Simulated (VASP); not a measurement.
TaN, 6 atoms in the cell. Symmetry: P-62m, No. 189, hexagonal system. The conventional cell has a = 5.162 Å, b = 5.162 Å, c = 2.879 Å, α = 90.00°, β = 90.00°, γ = 120.00°. Within 3.0 Å of Ta (site symmetry -6) lie 6 N at 2.14 Å and 5 Ta at 2.88 to 2.98 Å. Ta (site symmetry -62m) has 3 N at 2.03 Å within 2.7 Å. Within 2.9 Å of N (site symmetry m2m) lie 5 Ta at 2.03 to 2.14 Å and 6 N at 2.75 to 2.88 Å. 

```yaml
Program: VASP 6.6.1
Task: single point
Functional: LDA
Potentials_or_basis: VASP PAW LDA potentials, release 64 (Ta_sv_GW, N)
Cutoff: 700 eV
k_mesh: 5 × 5 × 8
Occupations: fermi-dirac, width 0.1 eV
Spin: no spin polarisation
Dipole_correction: no
Further_INCAR_settings: ALGO = Normal; EDIFF = 1e-06; NBANDS = 36
```

Potentials or basis: VASP PAW LDA potentials, release 64 (Ta_sv_GW, N).

Run with:

```bash
$ cat potpaw_LDA.64/Ta_sv_GW/POTCAR potpaw_LDA.64/N/POTCAR > POTCAR
$ mpirun -np 1 vasp_std > vasp.out
```

Hardware: 1 thread of Intel(R) Xeon(R) Platinum 8259CL CPU @ 2.50GHz (Skylake/Cascade Lake), with other jobs on the host.

Problem. How long does it take, and how much memory?

Solution. Wall time 2.2 min on 1 thread of Intel(R) Xeon(R) Platinum 8259CL CPU @ 2.50GHz (Skylake/Cascade Lake), with other jobs on the host, peak memory 0.25 GiB. Counts: scf iterations 18, k points 25.
